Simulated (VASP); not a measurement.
Crystal: SnO2.

```
Sn O
1.0
     4.78800    0.00000    0.00000
     0.00000    4.86658    0.00000
     0.00000    0.00000    3.24090
Sn O
2 4
Direct
  0.00000 0.00000 0.00000
  0.50000 0.50000 0.50000
  0.70815 0.67896 0.00000
  0.20814 0.82104 0.50000
  0.79185 0.17896 0.50000
  0.29185 0.32104 0.00000
```

Base run:

* Program: VASP 6.6.1
* Functional: LDA
* Potentials or basis: VASP PAW LDA potentials, release 64 (Sn_d, O)
* Cutoff: 520 eV
* k mesh: 6 × 6 × 8
* Occupations: fermi-dirac, width 0.05 eV
* Spin: no spin polarisation

Its results: band gap on the k mesh 0.70 eV; pressure -10.4 GPa; largest force 0.152 eV/Å.

Problem. The run is repeated on the same cell with these changes: functional from LDA to PBE; potentials or basis from VASP PAW LDA potentials, release 64 (Sn_d, O) to VASP PAW PBE potentials, release 64 (Sn_d, O). What comes out?

Solution. Band gap on the k mesh 0.80 eV; pressure 0.0 GPa; largest force 0.066 eV/Å.

Caveats: semilocal functionals underestimate gaps, and a narrow one can read as zero; spin-orbit coupling is left out, which moves the levels of the heavy elements; the cell stands under tension (at least some runs).

